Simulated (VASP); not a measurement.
# Te: single point with revPBE

The system is Te.

```
Te
1.0
     5.58664    0.00000    0.00000
    -2.79332    4.83817    0.00000
     0.00000    0.00000    3.28485
Te
3
Direct
  0.00000 0.00000 0.00000
  0.33333 0.66667 0.50000
  0.66667 0.33333 0.50000
```

This isn't the form of Te at room conditions, which is trigonal, of chains.

```json
{
 "Program": "VASP 6.6.1",
 "Task": "single point",
 "Functional": "revPBE",
 "Potentials or basis": "VASP PAW PBE potentials, release 64 (Te)",
 "Cutoff": "500 eV",
 "k mesh": "7 × 7 × 9",
 "Occupations": "fermi-dirac, width 0.1 eV",
 "Spin": "no spin polarisation",
 "Dipole correction": "no",
 "Further INCAR settings": "ALGO = Normal; EDIFF = 1e-06; NBANDS = 16"
}
```

| Property | Result |
| --- | --- |
| Pressure | -0.1 GPa |
| Band gap on the k mesh | zero (bands 9 and 10 overlap by 4.42 eV) |

Levels at points of the mesh, in eV from the Fermi level:
| k point | band 7 | band 8 | band 9 | band 10 | band 11 | band 12 |
| --- | --- | --- | --- | --- | --- | --- |
| (0.00, 0.00, 0.00) | -4.01 | 0.37 | 2.59 | 2.59 | 3.02 | 3.20 |

Wall time 76 s on 1 thread of Oxide Virtual Turin-like Processor, with other jobs on the host, peak memory 0.17 GiB.

Caveat: the PAW data sets were made with another functional, which shifts forces and pressure a little; spin-orbit coupling is left out, which moves the levels of the heavy elements.
